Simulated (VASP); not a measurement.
A run of VASP 6.6.1 is set up as follows.

Contents of INCAR:

```
PREC = Accurate
ENCUT = 1000
EDIFF = 1E-6
ISMEAR = -1
SIGMA = 0.05
LREAL = Auto
LASPH = T
NELM = 120
ALGO = Normal
ISIF = 2
LWAVE = F
LCHARG = T
GGA = PE
IVDW = 12
LELF = T
LVHAR = T
NBANDS = 54
GGA_COMPAT = F
```

The input KPOINTS:

```
regular mesh
0
Gamma
  1 1 1
```

POSCAR

```
CO
1.0
    7.7417530000      0.0000000000      0.0000000000
    0.0000000000      7.7417530000      0.0000000000
    0.0000000000      0.0000000000      7.7417530000
O C
8 8
Direct
    0.1802304982      0.0848128324      0.1973842358
    0.1027932563      0.8470432988      0.7596987401
    0.5010105592      0.9161749283      0.0907546392
    0.0696612253      0.5701938566      0.3106273217
    0.5489454391      0.4074271034      0.1030903466
    0.6498140667      0.1280588518      0.5361188868
    0.5887038762      0.6528495549      0.5478733305
    0.2831270902      0.4639646860      0.6766942836
    0.2150288184     -0.0095327247      0.2941969345
    0.0193108718      0.9640968912      0.8027380879
    0.5207864420      0.8267894881     -0.0209513272
    0.1067716834      0.5172084410      0.1773887645
    0.5099878542      0.5132558479      0.2011043235
    0.7915778248      0.1476409800      0.5482350057
    0.7199532199      0.6620464383      0.4962441969
    0.1637484430      0.4304063950      0.7496751705
```

Potentials or basis: VASP PAW PBE potentials, release 64 (O_h, C_h).

Launch:

```console
$ cat potpaw_PBE.64/O_h/POTCAR potpaw_PBE.64/C_h/POTCAR > POTCAR
$ mpirun -np 1 vasp_gam > vasp.out
```

Question: Predict the pressure.

Answer: 2.0 GPa.

Question: What does it give for the dispersion energy per atom?

Answer: -0.045 eV.

Question: Estimate the largest force.

Answer: 7.713 eV/Å.

Stress tensor (GPa, compression positive):
```
 3.55  0.52 -0.27
 0.52  0.70 -1.85
-0.27 -1.85  1.79
```

Caveat: the k points lie up to 0.81 Å⁻¹ apart, too coarse for converged energies, forces and pressures.
